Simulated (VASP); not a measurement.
Input of a VASP 6.6.1 run:

INCAR

```
PREC = Accurate
ENCUT = 520
EDIFF = 1E-6
ISMEAR = 0
SIGMA = 0.15
LREAL = False
LASPH = True
NELM = 80
ALGO = Normal
ISIF = 2
LWAVE = False
LCHARG = True
GGA = PE
LELF = True
LVHAR = True
NBANDS = 15
```

Contents of KPOINTS:

```
Automatic mesh
0
Gamma
  18 18 18
```

The input POSCAR:

```
TiC
1.0
    0.0000000000      2.0990800000      2.2289200000
    2.0990800000      0.0000000000      2.2289200000
    2.0990800000      2.0990800000      0.0000000000
Ti C
1 1
Direct
    0.0000000000      0.0000000000      0.0000000000
    0.5000000000      0.5000000000      0.5000000000
```

Potentials or basis: VASP PAW PBE potentials, release 64 (Ti_sv, C).

The run is started by

```console
$ cat potpaw_PBE.64/Ti_sv/POTCAR potpaw_PBE.64/C/POTCAR > POTCAR
$ mpirun -np 1 vasp_std > vasp.out
```

(1) Estimate the band gap on the k mesh.

(2) What does it give for the pressure?

Answers

(1) zero (band 8 reaches 10.69 eV, above the bottom of band 9 at 9.23 eV).

(2) 11.4 GPa.

Caveat: the cell differs from its parent crystal (strain -0.030 along x and y, +0.030 along z).
